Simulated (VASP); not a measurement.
**Ta12AsH3: single point with PBE+D3(BJ)**

Ta12AsH3, a slab with vacuum:

```
Ta As H
1.0
     5.68969    0.00000    0.00000
    -1.89656    5.36430    0.00000
     0.00000    0.00000   24.14052
Ta As H
12 1 3
Direct
  0.25000 0.25000 0.33139
  0.25000 0.75000 0.33139
  0.75000 0.25000 0.33139
  0.75000 0.75000 0.33139
  0.49997 0.50004 0.42465
  0.50294 0.00090 0.42468
  0.99908 0.49707 0.42468
  0.00163 0.99840 0.42538
  0.73648 0.73356 0.52147
  0.76370 0.23627 0.52385
  0.24343 0.75659 0.51989
  0.26650 0.26352 0.52147
  0.02260 0.97741 0.59926
  0.08115 0.44730 0.56140
  0.57747 0.42264 0.56466
  0.55266 0.91884 0.56142
```

```json
{
  "Program": "VASP 6.6.1",
  "Task": "single point",
  "Functional": "PBE",
  "Dispersion": "D3(BJ)",
  "Potentials or basis": "VASP PAW PBE potentials, release 64 (Ta_pv, As, H)",
  "Cutoff": "520 eV",
  "k mesh": "4 × 4 × 1",
  "Occupations": "gaussian, width 0.1 eV",
  "Spin": "no spin polarisation",
  "Dipole correction": "yes",
  "Further INCAR settings": "LREAL = Auto; ALGO = Normal; EDIFF = 1e-07; NBANDS = 84"
}
```

```json
{
  "Largest force": "0.152 eV/Å",
  "Band gap on the k mesh": "zero (bands 70 and 71 overlap by 0.70 eV)",
  "Dispersion energy per atom": "-0.374 eV",
  "Work function of the upper face": "5.07 eV",
  "Work function of the lower face": "4.77 eV"
}
```

Forces in eV/Å, atoms in the order of the input:
```
Ta  -0.080 -0.127 -0.022
Ta  -0.064  0.045 -0.050
Ta   0.051 -0.036  0.070
Ta   0.094  0.118 -0.022
Ta  -0.002  0.000 -0.005
Ta   0.000 -0.001  0.001
Ta   0.004  0.001  0.000
Ta   0.000 -0.001 -0.002
Ta  -0.001 -0.008 -0.018
Ta   0.002  0.002 -0.008
Ta   0.000 -0.001 -0.012
Ta   0.002  0.005 -0.016
As   0.000  0.000  0.046
H   -0.001  0.000  0.013
H   -0.006  0.003  0.011
H    0.000  0.001  0.012
```

Levels at points of the mesh, in eV from the Fermi level:
| k point | band 67 | band 68 | band 69 | band 70 | band 71 | band 72 |
| --- | --- | --- | --- | --- | --- | --- |
| (0.00, 0.00, 0.00) | -0.09 | 0.02 | 0.17 | 0.32 | 0.52 | 0.90 |
| (0.50, 0.00, 0.00) | -0.56 | -0.50 | -0.44 | -0.37 | -0.21 | 0.01 |
| (0.00, 0.50, 0.00) | -0.56 | -0.50 | -0.44 | -0.37 | -0.21 | 0.01 |
| (0.50, 0.50, 0.00) | -0.16 | -0.11 | -0.08 | 0.03 | 0.08 | 0.27 |

Wall time 21 min on 1 thread of AMD EPYC 9R45 96-Core Processor (Zen 5), on a shared host, peak memory 0.85 GiB.

Caveat: spin-orbit coupling is left out, which moves the levels of the heavy elements.
